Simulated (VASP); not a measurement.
# Si16O31 (a cell with a defect) in VASP: single point with PBE

Aim: the single point of Si16O31 (a cell with a defect) with PBE.

Program: VASP 6.6.1. These are calculated values, not measurements. Logs are shortened: lines on timing, memory, paths and dates and some standing lists are left out, and cuts for length are marked.

## (1) The cell of the first run

The cell holds a defect, 47 atoms: a = 10.067 Å, b = 8.755 Å, c = 8.212 Å, α = 90.00°, β = 90.00°, γ = 90.00°.

## (2) Single point, PBE

INCAR

```
ALGO = Normal
EDIFF = 1E-6
ENCUT = 520
GGA = PE
GGA_COMPAT = F
ISIF = 2
ISMEAR = 0
KPAR = 2
LASPH = T
LCHARG = T
LREAL = Auto
LVHAR = T
LWAVE = F
NBANDS = 154
NCORE = 2
NELECT = 252.0
NELM = 120
PREC = Accurate
SIGMA = 0.05
```

KPOINTS

```
k-points
0
Gamma
  2 2 2
```

POSCAR

```
Si16O31
1.0
  -10.0670000000      0.0000000000      0.0000000000
    0.0000000000     -8.7549000000      0.0000000000
    0.0000000000      0.0000000000      8.2118000000
Si O
16 31
Direct
    0.4770499652      0.3328000320      0.5622999830
    0.5229500348      0.6671999680      0.0622999830
    0.5229500348      0.3328000320      0.9377000170
    0.4770499652      0.6671999680      0.4377000170
    0.2270499652      0.8328000320      0.5622999830
    0.2729500348      0.1671999680      0.0622999830
    0.2729500348      0.8328000320      0.9377000170
    0.2270499652      0.1671999680      0.4377000170
    0.9770499652      0.3328000320      0.5622999830
    0.0229500348      0.6671999680      0.0622999830
    0.0229500348      0.3328000320      0.9377000170
    0.9770499652      0.6671999680      0.4377000170
    0.7270499652      0.8328000320      0.5622999830
    0.7729500348      0.1671999680      0.0622999830
    0.7729500348      0.8328000320      0.9377000170
    0.7270499652      0.1671999680      0.4377000170
    0.5000000000      0.6685000400      0.2500000000
    0.5000000000      0.3314999600      0.7500000000
    0.4706500447      0.5000000000      0.5000000000
    0.5293499553      0.5000000000      0.0000000000
    0.5930499652      0.2477999749      0.4771000268
    0.4069500348      0.7522000251      0.9771000268
    0.4069500348      0.2477999749      0.0228999732
    0.5930499652      0.7522000251      0.5228999732
    0.2500000000      0.1685000400      0.2500000000
    0.2500000000      0.8314999600      0.7500000000
    0.2206500447      0.0000000000      0.5000000000
    0.2793499553      0.0000000000      0.0000000000
    0.3430499652      0.7477999749      0.4771000268
    0.1569500348      0.2522000251      0.9771000268
    0.3430499652      0.2522000251      0.5228999732
    0.0000000000      0.6685000400      0.2500000000
    0.0000000000      0.3314999600      0.7500000000
    0.9706500447      0.5000000000      0.5000000000
    0.1569500348      0.7477999749      0.0228999732
    0.0930499652      0.2477999749      0.4771000268
    0.9069500348      0.7522000251      0.9771000268
    0.9069500348      0.2477999749      0.0228999732
    0.0930499652      0.7522000251      0.5228999732
    0.7500000000      0.1685000400      0.2500000000
    0.7500000000      0.8314999600      0.7500000000
    0.7206500447      0.0000000000      0.5000000000
    0.7793499553      0.0000000000      0.0000000000
    0.8430499652      0.7477999749      0.4771000268
    0.6569500348      0.2522000251      0.9771000268
    0.6569500348      0.7477999749      0.0228999732
    0.8430499652      0.2522000251      0.5228999732
```

Potentials or basis: VASP PAW PBE potentials, release 64 (Si, O).

Run with:

```console
> cat potpaw_PBE.64/Si/POTCAR potpaw_PBE.64/O/POTCAR > POTCAR
> mpirun -np 4 vasp_std > vasp.out
```

OUTCAR:

```text
EDIFF = 1E-6
   ENCUT = 520
   GGA = PE
   ISIF = 2
   ISMEAR = 0
   LASPH = T
   LREAL = Auto
   NELECT = 252.0
   NELM = 120
   PREC = Accurate

 ion  position               nearest neighbor table
   1  0.477  0.333  0.562-  21 1.55  19 1.55  31 1.56  18 1.56   8 3.08  16 3.08   4 3.10   3 3.12

   2  0.523  0.667  0.062-  22 1.55  20 1.55  46 1.56  17 1.56   7 3.08  15 3.08   3 3.10   4 3.12

   3  0.523  0.333  0.938-  23 1.55  20 1.55  45 1.56  18 1.56   6 3.08  14 3.08   2 3.10   1 3.12

   4  0.477  0.667  0.438-  24 1.55  19 1.55  29 1.56  17 1.56   5 3.08  13 3.08   1 3.10   2 3.12

   5  0.227  0.833  0.562-  29 1.55  27 1.55  39 1.56  26 1.56   4 3.08  12 3.08   8 3.10   7 3.12

   6  0.273  0.167  0.062-  30 1.55  28 1.55  23 1.56  25 1.56   3 3.08  11 3.08   7 3.10   8 3.12

   7  0.273  0.833  0.938-  35 1.55  28 1.55  22 1.56  26 1.56   2 3.08  10 3.08   6 3.10   5 3.12

   8  0.227  0.167  0.438-  31 1.55  27 1.55  36 1.56  25 1.56   1 3.08   9 3.08   5 3.10   6 3.12

   9  0.977  0.333  0.562-  36 1.55  34 1.55  47 1.56  33 1.56   8 3.08  16 3.08  12 3.10  11 3.12

  10  0.023  0.667  0.062-  37 1.55  35 1.56  32 1.56  15 3.08   7 3.08  11 3.10  12 3.12
  11  0.023  0.333  0.938-  38 1.55  30 1.56  33 1.56  14 3.08   6 3.08  10 3.10   9 3.12
  12  0.977  0.667  0.438-  39 1.55  34 1.55  44 1.56  32 1.56   5 3.08  13 3.08   9 3.10  10 3.12

  13  0.727  0.833  0.562-  44 1.55  42 1.55  24 1.56  41 1.56   4 3.08  12 3.08  16 3.10  15 3.12

  14  0.773  0.167  0.062-  45 1.55  43 1.55  38 1.56  40 1.56   3 3.08  11 3.08  15 3.10  16 3.12

  15  0.773  0.833  0.938-  46 1.55  43 1.55  37 1.56  41 1.56   2 3.08  10 3.08  14 3.10  13 3.12

  16  0.727  0.167  0.438-  47 1.55  42 1.55  21 1.56  40 1.56   1 3.08   9 3.08  13 3.10  14 3.12

  17  0.500  0.669  0.250-   2 1.56   4 1.56
  18  0.500  0.331  0.750-   1 1.56   3 1.56
  19  0.471  0.500  0.500-   1 1.55   4 1.55
  20  0.529  0.500  0.000-   2 1.55   3 1.55
  21  0.593  0.248  0.477-   1 1.55  16 1.56
  22  0.407  0.752  0.977-   2 1.55   7 1.56
[... 23 lines left out ...]
  46  0.657  0.748  0.023-  15 1.55   2 1.56
  47  0.843  0.252  0.523-  16 1.55   9 1.56

  LATTYP: Found a simple orthorhombic cell.
 ALAT       =     8.2118000000
 B/A-ratio  =     1.0661365352
 C/A-ratio  =     1.2259187998

  Lattice vectors:

 A1 = (   0.0000000000,   0.0000000000,  -8.2118000000)
 A2 = (   0.0000000000,  -8.7549000000,   0.0000000000)
 A3 = ( -10.0670000000,   0.0000000000,   0.0000000000)

Analysis of symmetry for initial positions (statically):
=====================================================================
 Subroutine PRICEL returns:
 Original cell was already a primitive cell.

 Routine SETGRP: Setting up the symmetry group for a
 simple orthorhombic supercell.

 Subroutine GETGRP returns: Found  2 space group operations
 (whereof  2 operations were pure point group operations)
 out of a pool of  8 trial point group operations.

The static configuration has the point symmetry C_2 .

Analysis of symmetry for dynamics (positions and initial velocities):
=====================================================================
 Subroutine PRICEL returns:
 Original cell was already a primitive cell.

 Routine SETGRP: Setting up the symmetry group for a
 simple orthorhombic supercell.

 Subroutine GETGRP returns: Found  2 space group operations
 (whereof  2 operations were pure point group operations)
 out of a pool of  8 trial point group operations.

The dynamic configuration has the point symmetry C_2 .

 Subroutine INISYM returns: Found  2 space group operations
 (whereof  2 operations are pure point group operations),
 and found     1 'primitive' translations

----------------------------------------------------------------------------------------

                                     Primitive cell

  volume of cell :     723.7517

  direct lattice vectors                    reciprocal lattice vectors
   -10.067000000  0.000000000  0.000000000    -0.099334459  0.000000000  0.000000000
     0.000000000 -8.754900000  0.000000000     0.000000000 -0.114221750  0.000000000
     0.000000000  0.000000000  8.211800000     0.000000000  0.000000000  0.121775981

  length of vectors
    10.067000000  8.754900000  8.211800000     0.099334459  0.114221750  0.121775981

  position of ions in fractional coordinates (direct lattice)
     0.477049965  0.332800032  0.562299983
     0.522950035  0.667199968  0.062299983
     0.522950035  0.332800032  0.937700017
     0.477049965  0.667199968  0.437700017
     0.227049965  0.832800032  0.562299983
     0.272950035  0.167199968  0.062299983
[... 39 lines left out ...]
     0.656950035  0.747799975  0.022899973
     0.843049965  0.252200025  0.522899973

  ion indices of the primitive-cell ions
   primitive index   ion index
                 1           1
                 2           2
                 3           3
                 4           4
                 5           5
                 6           6
[... 39 lines left out ...]
                46          46
                47          47

----------------------------------------------------------------------------------------

 KPOINTS: k-points

Automatic generation of k-mesh.
 Grid dimensions read from file:
 generate k-points for:    2    2    2

 Generating k-lattice:

  Cartesian coordinates                     Fractional coordinates (reciprocal lattice)
    -0.049667230  0.000000000  0.000000000     0.500000000  0.000000000  0.000000000
     0.000000000 -0.057110875  0.000000000     0.000000000  0.500000000  0.000000000
     0.000000000  0.000000000  0.060887990     0.000000000  0.000000000  0.500000000

  Length of vectors
     0.049667230  0.057110875  0.060887990

  Shift w.r.t. Gamma in fractional coordinates (k-lattice)
     0.000000000  0.000000000  0.000000000

 Subroutine IBZKPT returns following result:
 ===========================================

 Found      8 irreducible k-points:

 Following reciprocal coordinates:
            Coordinates               Weight
  0.000000  0.000000  0.000000      1.000000
  0.500000  0.000000  0.000000      1.000000
  0.000000  0.500000  0.000000      1.000000
  0.500000  0.500000  0.000000      1.000000
  0.000000  0.000000  0.500000      1.000000
  0.500000  0.000000  0.500000      1.000000
  0.000000  0.500000  0.500000      1.000000
  0.500000  0.500000  0.500000      1.000000
   k-points           NKPTS =      8   k-points in BZ     NKDIM =      8   number of bands    NBANDS=    154
   number of dos      NEDOS =    301   number of ions     NIONS =     47
   total plane-waves  NPLWV = 358400
   dimension x,y,z NGX =    80 NGY =   70 NGZ =   64
   dimension x,y,z NGXF=   160 NGYF=  140 NGZF=  128
   ions per type =              16  31
   NGX,Y,Z   is equivalent  to a cutoff of  13.21, 13.29, 12.96 a.u.
   NGXF,Y,Z  is equivalent  to a cutoff of  26.42, 26.58, 25.91 a.u.
 SYSTEM =  unknown system
   PREC   = accura    normal or accurate (medium, high low for compatibility)
   ISTART =      0    job   : 0-new  1-cont  2-samecut
   ICHARG =      2    charge: 1-file 2-atom 10-const
   ISPIN  =      1    spin polarized calculation?
   LNONCOLLINEAR =      F non collinear calculations
   LSORBIT =      F    spin-orbit coupling
   LASPH  =      T    aspherical Exc in radial PAW
   ENCUT  =  520.0 eV  38.22 Ry    6.18 a.u.  18.72 16.28 15.27*2*pi/ulx,y,z
   NELM   =    120;   NELMIN=  2; NELMDL= -5     # of ELM steps
   EDIFF  = 0.1E-05   stopping-criterion for ELM
   LREAL  =      T    real-space projection
   EDIFFG = 0.1E-04   stopping-criterion for IOM
   NSW    =      0    number of steps for IOM
[... 5 lines left out ...]
   TEBEG  =    0.0;   TEEND  =   0.0 temperature during run
   PSTRESS=    0.0 pullay stress
   NELECT =     252.0000    total number of electrons
   NUPDOWN=      -1.0000    fix difference up-down
   EMIN   =  10.00;   EMAX   =-10.00  energy-range for DOS
   EFERMI =   0.00;   METHOD = LEGACY
   ISMEAR =     0;   SIGMA  =   0.05  broadening in eV -4-tet -1-fermi 0-gaus
   EFERMI_NEDOS =   21; number of points for ismear=-14 and -15
   IALGO  =     38    algorithm
   IMIX   =      4    mixing-type and parameters
     AMIX     =   0.40;   BMIX     =  1.00
     AMIX_MAG =   1.60;   BMIX_MAG =  1.00
  volume/ion in A,a.u.               =      15.40       103.92
  Fermi-wavevector in a.u.,A,eV,Ry     =   1.151715  2.176426 18.047423  1.326448
  Thomas-Fermi vector in A             =   2.288371
   LORBIT       =      0    0 simple, 1 ext, 2 COOP (PROOUT), +10 PAW based schemes
   GGA     = PE    functional components
   LHFCALC =     F    Hartree Fock is set to
   AEXX    =    0.0000 exact exchange contribution
   IVDW    =     0    specifies the selected vdW correction
   LEPSILON=     F    determine dielectric tensor
   LRPA    =     F    only Hartree local field effects (RPA)
 non-spin polarized calculation
 Gauss-broadening in eV      SIGMA  =   0.05
  energy-cutoff  :      520.00
  volume of cell :      723.75
 maximum number of plane-waves:     19527
 NGX is ok and might be reduce to    80
   NGX = 37   NGY = 33   NGZ = 31

 number of electron     252.0000106 magnetization

 Free energy of the ion-electron system (eV)
  ---------------------------------------------------
  ext. energy  EPLUGINS =         0.00000000
  ---------------------------------------------------
  free energy    TOTEN  =      -350.81556440 eV

  energy without entropy =     -350.80724233  energy(sigma->0) =     -350.81140336

 E-fermi :   6.2077     XC(G=0):  -8.1153

 val. band max:        6.1879517540   @ k =   0.0000   0.5000   0.5000
 cond. band min:       6.2426850602   @ k =   0.0000   0.0000   0.5000
 fundamental gap:      0.0547333061
 Fermi energy:         6.2076508069

 k-point     1 :       0.0000    0.0000    0.0000
  band No.  band energies     occupation
      1     -20.2729      2.00000
      2     -19.8579      2.00000
      3     -19.8249      2.00000
      4     -19.8222      2.00000
      5     -19.6988      2.00000
      6     -19.3405      2.00000
[... 130 lines left out ...]
    137       8.3223      0.00000
    138       8.5356      0.00000

 k-point     2 :       0.5000    0.0000    0.0000
  band No.  band energies     occupation
      1     -20.2090      2.00000
      2     -20.0449      2.00000
      3     -19.7573      2.00000
      4     -19.7359      2.00000
      5     -19.6037      2.00000
      6     -19.5875      2.00000
[... 976 lines left out ...]
    137       9.0689      0.00000
    138       9.0706      0.00000
 [bands above 138 left out]

------------------------ aborting loop because EDIFF is reached ----------------------------------------

  FORCE on cell =-STRESS in cart. coord.  units (eV):
  Direction    XX          YY          ZZ          XY          YZ          ZX
  --------------------------------------------------------------------------------------
  -------------------------------------------------------------------------------------
  Total      118.0356424    107.5022471    111.0972725      0.0000000      4.2995093      0.0000000
  in kB      261.2968224    237.9789274    245.9372753      0.0000000      9.5178718      0.0000000
  external PRESSURE =     248.4043417 kB  Pullay stress =       0.0000000 kB

 VOLUME and BASIS-vectors are now :
 -----------------------------------------------------------------------------
  energy-cutoff  :      520.00
  volume of cell :      723.75
      direct lattice vectors                 reciprocal lattice vectors
   -10.067000000  0.000000000  0.000000000    -0.099334459  0.000000000  0.000000000
     0.000000000 -8.754900000  0.000000000     0.000000000 -0.114221750  0.000000000
     0.000000000  0.000000000  8.211800000     0.000000000  0.000000000  0.121775981

 POSITION                                       TOTAL-FORCE (eV/Angst)
 -----------------------------------------------------------------------------------
     -4.80246     -2.91363      4.61750         0.133002     -0.010402      0.302004
     -5.26454     -5.84127      0.51160        -0.110080     -0.035036      0.318960
     -5.26454     -2.91363      7.70020        -0.110080      0.035036     -0.318960
     -4.80246     -5.84127      3.59430         0.133002      0.010402     -0.302004
     -2.28571     -7.29108      4.61750         0.277143     -0.035119      0.344556
     -2.74779     -1.46382      0.51160         0.101499      0.065609      0.294115
[... 39 lines left out ...]
     -6.61352     -6.54691      0.18805        -0.017178      0.217900      0.841004
     -8.48698     -2.20799      4.29395         0.265329     -0.150542      0.751558
 -----------------------------------------------------------------------------------
    total drift:                               -0.001950     -0.000005      0.000001

  FREE ENERGIE OF THE ION-ELECTRON SYSTEM (eV)
  ---------------------------------------------------
  free  energy   TOTEN  =      -350.8155643991 eV

  energy  without entropy=     -350.8072423262  energy(sigma->0) =     -350.81140336
```

Wall time 8.8 min (4 MPI ranks of Oxide Virtual Turin-like, shared host); peak memory 0.58 GiB.

What came out:

```yaml
Free_energy: -350.8156 eV
Largest_force: 5.590 eV/Å
```

Forces in eV/Å, atoms in the order of the input:
```
Si   0.133 -0.010  0.302
Si  -0.110 -0.035  0.319
Si  -0.110  0.035 -0.319
Si   0.133  0.010 -0.302
Si   0.277 -0.035  0.345
Si   0.101  0.066  0.294
Si   0.101 -0.066 -0.294
Si   0.277  0.035 -0.345
Si   0.046  0.035  0.427
Si  -0.244  5.385 -1.480
Si  -0.244 -5.385  1.480
Si   0.046 -0.035 -0.427
Si  -0.073  0.019  0.329
Si  -0.323  0.056  0.308
Si  -0.323 -0.056 -0.308
Si  -0.073 -0.019 -0.329
O   -0.003 -0.014 -0.019
O   -0.003  0.014  0.019
O    0.203  0.000  0.000
O   -0.203  0.000  0.000
O    0.187  0.177 -0.822
O   -0.244 -0.104 -0.833
O   -0.244  0.104  0.833
O    0.187 -0.177  0.822
O   -0.089 -0.032  0.027
O   -0.089  0.032 -0.027
O    0.127  0.000  0.000
O   -0.370  0.000  0.000
O    0.051  0.180 -0.849
O   -0.547  0.174 -0.804
O    0.051 -0.180  0.849
O    0.080 -0.230  0.494
O    0.080  0.230 -0.494
O    0.223  0.000  0.000
O   -0.547 -0.174  0.804
O    0.050  0.149 -0.915
O    0.239 -0.561 -0.973
O    0.239  0.561  0.973
O    0.050 -0.149  0.915
O    0.102 -0.020  0.039
O    0.102  0.020 -0.039
O    0.288  0.000  0.000
O   -0.033  0.000  0.000
O    0.265  0.151 -0.752
O   -0.017 -0.218 -0.841
O   -0.017  0.218  0.841
O    0.265 -0.151  0.752
```

Caveat: the k points lie up to 0.38 Å⁻¹ apart; the cell carries a net charge on a neutralising background, which shifts energy and pressure; the cell is charged against a uniform background, so pressure and absolute levels hang on convention.
